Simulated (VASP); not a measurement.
# CdSe (Fm-3m) in VASP: further runs

CdSe is run at these levels: PBE; tasks: single point.

Program: VASP 6.6.1. These are calculated values, not measurements. Logs are shortened: lines on timing, memory, paths and dates and some standing lists are left out, and cuts for length are marked.

## 1. The cell of the first run

Symmetry: Fm-3m, No. 225, cubic system. The conventional cell has a = 5.748 Å, b = 5.748 Å, c = 5.748 Å, α = 90.00°, β = 90.00°, γ = 90.00°. Within 3.8 Å of Cd (site symmetry m-3m) lie 6 Se at 2.87 Å. Se (site symmetry m-3m) has 6 Cd at 2.87 Å within 3.8 Å.

## 2. Single point, PBE

INCAR

```
PREC = Accurate
ENCUT = 500
EDIFF = 1E-6
ISMEAR = -1
SIGMA = 0.2585199978643553
LREAL = F
LASPH = T
NELM = 120
ALGO = Normal
ISIF = 2
LWAVE = F
LCHARG = F
GGA = PE
NBANDS = 16
GGA_COMPAT = F
```

KPOINTS

```
regular mesh
0
Gamma
  2 2 2
```

POSCAR

```
CdSe
1.0
    0.0000000000      2.8739580000      2.8739580000
    2.8739580000      0.0000000000      2.8739580000
    2.8739580000      2.8739580000      0.0000000000
Cd Se
1 1
Direct
    0.0000000000      0.0000000000      0.0000000000
    0.5000000000      0.5000000000      0.5000000000
```

Potentials or basis: VASP PAW PBE potentials, release 64 (Cd, Se).

Started as:

```
$ cat potpaw_PBE.64/Cd/POTCAR potpaw_PBE.64/Se/POTCAR > POTCAR
$ mpirun -np 1 vasp_std > vasp.out
```

OUTCAR:

```text
PREC = Accurate
   ENCUT = 500
   EDIFF = 1E-6
   ISMEAR = -1
   LREAL = F
   LASPH = T
   NELM = 120
   ISIF = 2
   GGA = PE

 ion  position               nearest neighbor table
   1  0.000  0.000  0.000-   2 2.87   2 2.87   2 2.87   2 2.87   2 2.87   2 2.87
   2  0.500  0.500  0.500-   1 2.87   1 2.87   1 2.87   1 2.87   1 2.87   1 2.87

  LATTYP: Found a face centered cubic cell.
 ALAT       =     5.7479160000

  Lattice vectors:

 A1 = (   0.0000000000,   2.8739580000,   2.8739580000)
 A2 = (   2.8739580000,   0.0000000000,   2.8739580000)
 A3 = (   2.8739580000,   2.8739580000,   0.0000000000)

Analysis of symmetry for initial positions (statically):
=====================================================================
 Subroutine PRICEL returns:
 Original cell was already a primitive cell.

 Routine SETGRP: Setting up the symmetry group for a
 face centered cubic supercell.

 Subroutine GETGRP returns: Found 48 space group operations
 (whereof 48 operations were pure point group operations)
 out of a pool of 48 trial point group operations.

The static configuration has the point symmetry O_h .

Analysis of symmetry for dynamics (positions and initial velocities):
=====================================================================
 Subroutine PRICEL returns:
 Original cell was already a primitive cell.

 Routine SETGRP: Setting up the symmetry group for a
 face centered cubic supercell.

 Subroutine GETGRP returns: Found 48 space group operations
 (whereof 48 operations were pure point group operations)
 out of a pool of 48 trial point group operations.

The dynamic configuration has the point symmetry O_h .

 Subroutine INISYM returns: Found 48 space group operations
 (whereof 48 operations are pure point group operations),
 and found     1 'primitive' translations

----------------------------------------------------------------------------------------

                                     Primitive cell

  volume of cell :      47.4757

  direct lattice vectors                    reciprocal lattice vectors
     0.000000000  2.873958000  2.873958000    -0.173976098  0.173976098  0.173976098
     2.873958000  0.000000000  2.873958000     0.173976098 -0.173976098  0.173976098
     2.873958000  2.873958000  0.000000000     0.173976098  0.173976098 -0.173976098

  length of vectors
     4.064390381  4.064390381  4.064390381     0.301335442  0.301335442  0.301335442

  position of ions in fractional coordinates (direct lattice)
     0.000000000  0.000000000  0.000000000
     0.500000000  0.500000000  0.500000000

  ion indices of the primitive-cell ions
   primitive index   ion index
                 1           1
                 2           2

----------------------------------------------------------------------------------------

 KPOINTS: regular mesh

Automatic generation of k-mesh.
 Grid dimensions read from file:
 generate k-points for:    2    2    2

 Generating k-lattice:

  Cartesian coordinates                     Fractional coordinates (reciprocal lattice)
    -0.086988049  0.086988049  0.086988049     0.500000000  0.000000000  0.000000000
     0.086988049 -0.086988049  0.086988049     0.000000000  0.500000000  0.000000000
     0.086988049  0.086988049 -0.086988049     0.000000000  0.000000000  0.500000000

  Length of vectors
     0.150667721  0.150667721  0.150667721

  Shift w.r.t. Gamma in fractional coordinates (k-lattice)
     0.000000000  0.000000000  0.000000000

 Subroutine IBZKPT returns following result:
 ===========================================

 Found      3 irreducible k-points:

 Following reciprocal coordinates:
            Coordinates               Weight
  0.000000  0.000000  0.000000      1.000000
  0.500000  0.000000  0.000000      4.000000
  0.500000  0.500000  0.000000      3.000000
   k-points           NKPTS =      3   k-points in BZ     NKDIM =      3   number of bands    NBANDS=     16
   number of dos      NEDOS =    301   number of ions     NIONS =      2
   total plane-waves  NPLWV =  27000
   dimension x,y,z NGX =    30 NGY =   30 NGZ =   30
   dimension x,y,z NGXF=    60 NGYF=   60 NGZF=   60
   ions per type =               1   1
   NGX,Y,Z   is equivalent  to a cutoff of  12.27, 12.27, 12.27 a.u.
   NGXF,Y,Z  is equivalent  to a cutoff of  24.54, 24.54, 24.54 a.u.
 SYSTEM =  unknown system
   PREC   = accura    normal or accurate (medium, high low for compatibility)
   ISTART =      0    job   : 0-new  1-cont  2-samecut
   ICHARG =      2    charge: 1-file 2-atom 10-const
   ISPIN  =      1    spin polarized calculation?
   LNONCOLLINEAR =      F non collinear calculations
   LSORBIT =      F    spin-orbit coupling
   LASPH  =      T    aspherical Exc in radial PAW
   ENCUT  =  500.0 eV  36.75 Ry    6.06 a.u.   7.41  7.41  7.41*2*pi/ulx,y,z
   NELM   =    120;   NELMIN=  2; NELMDL= -5     # of ELM steps
   EDIFF  = 0.1E-05   stopping-criterion for ELM
   LREAL  =      F    real-space projection
   EDIFFG = 0.1E-04   stopping-criterion for IOM
   NSW    =      0    number of steps for IOM
   IBRION =     -1    ionic relax: 0-MD 1-quasi-New 2-CG
   NFREE  =      0    steps in history (QN), initial steepest desc. (CG)
   ISIF   =      2    stress and relaxation
   ISYM   =      2    0-nonsym 1-usesym 2-fastsym
   POTIM  = 0.5000    time-step for ionic-motion
   TEBEG  =    0.0;   TEEND  =   0.0 temperature during run
   PSTRESS=    0.0 pullay stress
   NELECT =      18.0000    total number of electrons
   NUPDOWN=      -1.0000    fix difference up-down
   EMIN   =  10.00;   EMAX   =-10.00  energy-range for DOS
   EFERMI =   0.00;   METHOD = LEGACY
   ISMEAR =    -1;   SIGMA  =   0.26  broadening in eV -4-tet -1-fermi 0-gaus
   EFERMI_NEDOS =   21; number of points for ismear=-14 and -15
   IALGO  =     38    algorithm
   IMIX   =      4    mixing-type and parameters
     AMIX     =   0.40;   BMIX     =  1.00
     AMIX_MAG =   1.60;   BMIX_MAG =  1.00
  volume/ion in A,a.u.               =      23.74       160.19
  Fermi-wavevector in a.u.,A,eV,Ry     =   1.184882  2.239103 19.101849  1.403946
  Thomas-Fermi vector in A             =   2.321088
   LORBIT       =      0    0 simple, 1 ext, 2 COOP (PROOUT), +10 PAW based schemes
   GGA     = PE    functional components
   LHFCALC =     F    Hartree Fock is set to
   AEXX    =    0.0000 exact exchange contribution
   IVDW    =     0    specifies the selected vdW correction
   LEPSILON=     F    determine dielectric tensor
   LRPA    =     F    only Hartree local field effects (RPA)
 non-spin polarized calculation
  energy-cutoff  :      500.00
  volume of cell :       47.48
 maximum number of plane-waves:      1243
 NGX is ok and might be reduce to    30
   NGX = 15   NGY = 15   NGZ = 15

 number of electron      18.0000008 magnetization

 Free energy of the ion-electron system (eV)
  ---------------------------------------------------
  ext. energy  EPLUGINS =         0.00000000
  ---------------------------------------------------
  free energy    TOTEN  =        -3.92241468 eV

  energy without entropy =       -3.41645019  energy(sigma->0) =       -3.66943243

 E-fermi :   2.3321     XC(G=0):  -9.9386

 val. band max:        2.1674358479   @ k =   0.5000   0.0000   0.0000
 cond. band min:       2.4111435419   @ k =   0.0000   0.0000   0.0000
 fundamental gap:      0.2437076940
 Fermi energy:         2.3321443447

 k-point     1 :       0.0000    0.0000    0.0000
  band No.  band energies     occupation
      1     -10.6819      2.00000
      2      -5.4297      2.00000
      3      -5.4297      2.00000
      4      -5.4133      2.00000
      5      -5.4133      2.00000
      6      -5.4133      2.00000
      7       1.5949      1.89082
      8       1.5949      1.89082
      9       1.5949      1.89082
     10       2.4111      0.84839
     11      10.9501      0.00000
     12      10.9501      0.00000
     13      10.9501      0.00000
     14      12.0996      0.00000
     15      12.0996      0.00000
     16      12.0996      0.00000

 k-point     2 :       0.5000    0.0000    0.0000
  band No.  band energies     occupation
      1      -9.8002      2.00000
      2      -5.6597      2.00000
      3      -5.6597      2.00000
      4      -5.5732      2.00000
      5      -5.2737      2.00000
      6      -5.2737      2.00000
      7      -2.6144      2.00000
      8       2.1674      1.30820
      9       2.1674      1.30820
     10       5.3654      0.00002
     11       7.5924      0.00000
     12       7.5924      0.00000
     13       8.2170      0.00000
     14      13.6101      0.00000
     15      15.1229      0.00000
     16      15.1229      0.00000

 k-point     3 :       0.5000    0.5000    0.0000
  band No.  band energies     occupation
      1      -9.9108      2.00000
      2      -5.5195      2.00000
      3      -5.3522      2.00000
      4      -5.2227      2.00000
      5      -5.2227      2.00000
      6      -4.7755      2.00000
      7      -1.8063      2.00000
      8       0.1852      1.99951
      9       0.1852      1.99951
     10       1.9109      1.67214
     11       7.8338      0.00000
     12      11.9965      0.00000
     13      12.5959      0.00000
     14      12.5959      0.00000
     15      16.5765      0.00000
     16      17.0996      0.00000

------------------------ aborting loop because EDIFF is reached ----------------------------------------

  FORCE on cell =-STRESS in cart. coord.  units (eV):
  Direction    XX          YY          ZZ          XY          YZ          ZX
  --------------------------------------------------------------------------------------
  -------------------------------------------------------------------------------------
  Total        2.3054805      2.3054805      2.3054805      0.0000000      0.0000000      0.0000000
  in kB       77.8037974     77.8037974     77.8037974      0.0000000      0.0000000      0.0000000
  external PRESSURE =      77.8037974 kB  Pullay stress =       0.0000000 kB

 VOLUME and BASIS-vectors are now :
 -----------------------------------------------------------------------------
  energy-cutoff  :      500.00
  volume of cell :       47.48
      direct lattice vectors                 reciprocal lattice vectors
     0.000000000  2.873958000  2.873958000    -0.173976098  0.173976098  0.173976098
     2.873958000  0.000000000  2.873958000     0.173976098 -0.173976098  0.173976098
     2.873958000  2.873958000  0.000000000     0.173976098  0.173976098 -0.173976098

 POSITION                                       TOTAL-FORCE (eV/Angst)
 -----------------------------------------------------------------------------------
      0.00000      0.00000      0.00000         0.000000      0.000000      0.000000
      2.87396      2.87396      2.87396        -0.000000     -0.000000     -0.000000
 -----------------------------------------------------------------------------------
    total drift:                               -0.000000      0.000000      0.000000

  FREE ENERGIE OF THE ION-ELECTRON SYSTEM (eV)
  ---------------------------------------------------
  free  energy   TOTEN  =        -3.9224146802 eV

  energy  without entropy=       -3.4164501851  energy(sigma->0) =       -3.66943243
```

Wall time 4.9 s (1 thread of Intel Xeon Platinum 8259CL at 2.50GHz (Skylake/Cascade Lake), shared host); peak memory 0.16 GiB.

What came out:

* Free energy: -3.9224 eV
* Pressure: 7.8 GPa
* Band gap on the k mesh: zero (bands 9 and 10 overlap by 0.26 eV)

Caveat: the k points lie up to 0.95 Å⁻¹ apart, too coarse for converged energies, forces and pressures; so wide a smearing shifts energies and pressures; semilocal functionals underestimate gaps, and a narrow one can read as zero.

## 3. Single point, PBE

This run uses another cell than the first one, of 18.85 Å³/atom.

INCAR

```
SYSTEM = CdSe
PREC = Accurate
ENCUT = 500
EDIFF = 1E-6
ISMEAR = 0
SIGMA = 0.1
LREAL = .FALSE.
LASPH = .TRUE.
NELM = 120
ALGO = Normal
ISIF = 2
LWAVE = .FALSE.
LCHARG = .FALSE.
GGA = PE
NBANDS = 16
GGA_COMPAT = .FALSE.
```

KPOINTS

```
regular mesh
0
G
  4 4 4
  0 0 0
```

POSCAR

```
CdSe
1.0
    0.0000000000      2.6612596620      2.6612596620
    2.6612596620      0.0000000000      2.6612596620
    2.6612596620      2.6612596620      0.0000000000
Cd Se
1 1
Direct
    0.0000000000      0.0000000000      0.0000000000
    0.5000000000      0.5000000000      0.5000000000
```

Potentials or basis: VASP PAW PBE potentials, release 64 (Cd, Se).

Started as:

```
$ cat potpaw_PBE.64/Cd/POTCAR potpaw_PBE.64/Se/POTCAR > POTCAR
$ mpirun -np 1 vasp_std > vasp.out
```

OUTCAR:

```text
SYSTEM = CdSe
   PREC = Accurate
   ENCUT = 500
   EDIFF = 1E-6
   ISMEAR = 0
   LREAL = .FALSE.
   LASPH = .TRUE.
   NELM = 120
   ISIF = 2
   GGA = PE

 ion  position               nearest neighbor table
   1  0.000  0.000  0.000-   2 2.66   2 2.66   2 2.66   2 2.66   2 2.66   2 2.66
   2  0.500  0.500  0.500-   1 2.66   1 2.66   1 2.66   1 2.66   1 2.66   1 2.66

  LATTYP: Found a face centered cubic cell.
 ALAT       =     5.3225193240

  Lattice vectors:

 A1 = (   0.0000000000,   2.6612596620,   2.6612596620)
 A2 = (   2.6612596620,   0.0000000000,   2.6612596620)
 A3 = (   2.6612596620,   2.6612596620,   0.0000000000)

Analysis of symmetry for initial positions (statically):
=====================================================================
 Subroutine PRICEL returns:
 Original cell was already a primitive cell.

 Routine SETGRP: Setting up the symmetry group for a
 face centered cubic supercell.

 Subroutine GETGRP returns: Found 48 space group operations
 (whereof 48 operations were pure point group operations)
 out of a pool of 48 trial point group operations.

The static configuration has the point symmetry O_h .

Analysis of symmetry for dynamics (positions and initial velocities):
[... 144 lines left out ...]
 val. band max:        4.6319982134   @ k =   0.5000   0.0000   0.0000
 cond. band min:       5.7847297074   @ k =   0.0000   0.0000   0.0000
 fundamental gap:      1.1527314940
 Fermi energy:         4.6545397942

 k-point     1 :       0.0000    0.0000    0.0000
  band No.  band energies     occupation
      1      -9.9870      2.00000
      2      -3.9667      2.00000
      3      -3.9667      2.00000
      4      -3.9484      2.00000
      5      -3.9484      2.00000
      6      -3.9484      2.00000
[... 129 lines left out ...]
      3      -3.9821      2.00000
      4      -3.9821      2.00000
      5      -3.5857      2.00000
      6      -2.8784      2.00000
[... 8 lines left out ...]
     15      18.2722      0.00000
     16      20.3511      0.00000

------------------------ aborting loop because EDIFF is reached ----------------------------------------

  FORCE on cell =-STRESS in cart. coord.  units (eV):
  Direction    XX          YY          ZZ          XY          YZ          ZX
  --------------------------------------------------------------------------------------
  -------------------------------------------------------------------------------------
  Total        5.8371770      5.8371770      5.8371770     -0.0000000      0.0000000     -0.0000000
  in kB      248.0971047    248.0971047    248.0971047     -0.0000000      0.0000000     -0.0000000
  external PRESSURE =     248.0971047 kB  Pullay stress =       0.0000000 kB

 VOLUME and BASIS-vectors are now :
 -----------------------------------------------------------------------------
  energy-cutoff  :      500.00
  volume of cell :       37.70
      direct lattice vectors                 reciprocal lattice vectors
     0.000000000  2.661259662  2.661259662    -0.187880952  0.187880952  0.187880952
     2.661259662  0.000000000  2.661259662     0.187880952 -0.187880952  0.187880952
     2.661259662  2.661259662  0.000000000     0.187880952  0.187880952 -0.187880952

 POSITION                                       TOTAL-FORCE (eV/Angst)
 -----------------------------------------------------------------------------------
      0.00000      0.00000      0.00000        -0.000000      0.000000     -0.000000
      2.66126      2.66126      2.66126         0.000000     -0.000000      0.000000
 -----------------------------------------------------------------------------------
    total drift:                               -0.000000      0.000000      0.000000

  FREE ENERGIE OF THE ION-ELECTRON SYSTEM (eV)
  ---------------------------------------------------
  free  energy   TOTEN  =        -4.5109499608 eV

  energy  without entropy=       -4.5042428412  energy(sigma->0) =       -4.50759640
```

OSZICAR:

```text
N       E                     dE             d eps       ncg     rms          rms(c)
DAV:   1     0.109748216490E+03    0.10975E+03   -0.90184E+03   264   0.105E+03
DAV:   2    -0.135973249628E+01   -0.11111E+03   -0.10446E+03   304   0.263E+02
DAV:   3    -0.489338283092E+01   -0.35337E+01   -0.35195E+01   320   0.481E+01
DAV:   4    -0.490259690664E+01   -0.92141E-02   -0.92138E-02   304   0.244E+00
DAV:   5    -0.490263158666E+01   -0.34680E-04   -0.34680E-04   344   0.133E-01    0.933E+00
DAV:   6    -0.453571259686E+01    0.36692E+00   -0.51902E-01   328   0.106E+01    0.697E+00
DAV:   7    -0.451070680749E+01    0.25006E-01   -0.14641E-01   280   0.279E+00    0.289E+00
DAV:   8    -0.451117442675E+01   -0.46762E-03   -0.16953E-02   288   0.160E+00    0.260E-01
DAV:   9    -0.451091484788E+01    0.25958E-03   -0.16377E-03   320   0.485E-01    0.140E-01
DAV:  10    -0.451093921039E+01   -0.24363E-04   -0.77291E-05   288   0.122E-01    0.220E-02
DAV:  11    -0.451094896842E+01   -0.97580E-05   -0.10491E-05   320   0.343E-02    0.593E-03
DAV:  12    -0.451095001898E+01   -0.10506E-05   -0.10554E-06   240   0.115E-02    0.296E-03
DAV:  13    -0.451094996084E+01    0.58141E-07   -0.13522E-07   152   0.461E-03
   1 F= -.45109500E+01 E0= -.45075964E+01  d E =-.670712E-02
```

It took 6.3 s on 1 thread of Intel Xeon Platinum 8259CL at 2.50GHz (Skylake/Cascade Lake), shared host; peak memory 0.15 GiB.

What came out:

```yaml
Free_energy: -4.5109 eV
Pressure: 24.8 GPa
Band_gap_on_the_k_mesh: zero (bands 9 and 10 overlap by 0.56 eV)
```

Caveat: the k points lie up to 0.51 Å⁻¹ apart, too coarse for converged energies and pressures of a metal; semilocal functionals underestimate gaps, and a narrow one can read as zero.

(Part 1 of 2 ends here.)

The gap in the log of VASP goes by the Fermi energy; the results here count the filled bands.